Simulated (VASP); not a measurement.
Here is a VASP 6.6.1 calculation.

Contents of INCAR:

```
SYSTEM = MgO
PREC     = Accurate       ! precision mode
ENCUT    = 840            ! plane-wave cutoff, eV
EDIFF    = 1E-6           ! SCF threshold, eV
ISMEAR   = 0              ! smearing method
SIGMA    = 0.01           ! smearing width, eV
LREAL    = .FALSE.        ! projectors in reciprocal space
LASPH    = .TRUE.         ! aspherical terms in the spheres
NELM     = 120            ! most SCF steps
ALGO     = Normal         ! electronic algorithm
ISIF     = 2              ! what is computed and relaxed
LWAVE    = .FALSE.        ! write WAVECAR
LCHARG   = .FALSE.        ! write CHGCAR
GGA      = PE             ! functional
NBANDS   = 15             ! bands
GGA_COMPAT= .FALSE.
```

Contents of KPOINTS:

```
regular mesh
0
G
  10 10 10
  0 0 0
```

Contents of POSCAR:

```
MgO
1.0
    0.0000000000      2.0927575063      2.0927575063
    2.0927575063      0.0000000000      2.0927575063
    2.0927575063      2.0927575063      0.0000000000
Mg O
1 1
Direct
    0.0000000000      0.0000000000      0.0000000000
    0.5000000000      0.5000000000      0.5000000000
```

Potentials or basis: VASP PAW PBE potentials, release 64 (Mg_sv, O).

Command:

```sh
$ cat potpaw_PBE.64/Mg_sv/POTCAR potpaw_PBE.64/O/POTCAR > POTCAR
$ mpirun -np 1 vasp_std > vasp.out
```

Problem. Predict the band gap on the k mesh.

Solution. 4.93 eV.

Problem. What does it give for the pressure?

Solution. 8.1 GPa.

Caveat: the cell stands under pressure.
